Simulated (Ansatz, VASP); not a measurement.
## Two plane-wave programs on HfSiO4

```xyz
6
Lattice="5.5964 0.0000 0.0000 -2.7982 4.8466 0.0000 0.0000 0.0000 3.1965" Properties=species:S:1:pos:R:3 pbc="T T T"
Hf    0.0000    3.2311    0.0000
Si    2.7982    1.6155    1.5982
O     1.2616    2.5027    1.5982
O     0.0000    4.6878    1.5982
O    -1.2616    2.5027    1.5982
O     2.7982    1.6155    0.0000
```

Alike in both runs: task relaxation of cell and atoms; functional PBE; k mesh 6 × 6 × 6; occupations gaussian, width 0.1 eV; no spin polarisation.

|  | VASP | Ansatz |
| --- | --- | --- |
| version | VASP 6.6.1 | Ansatz 0.2.0 |
| potentials or method | VASP PAW PBE potentials, release 64 (Hf_pv, Si, O), cutoff 600 eV | scalar-relativistic, plane waves, PAW |
| valence electrons in the cell | 38 | 54 |

```csv
,VASP,Ansatz,Ansatz less VASP
"gap on the k mesh at the Fermi level, each at its own relaxed structure (eV)",2.35,2.35,-0.005
relaxed volume (Å³/atom),14.37,14.45,+0.081
relaxed cell length with the largest relative difference (Å),3.186,3.196,+0.0105
```

VASP's potentials hold 38 valence electrons a cell and Ansatz's 54, so a difference there can come from the potentials and not from the codes.

Spin-orbit coupling is off throughout.
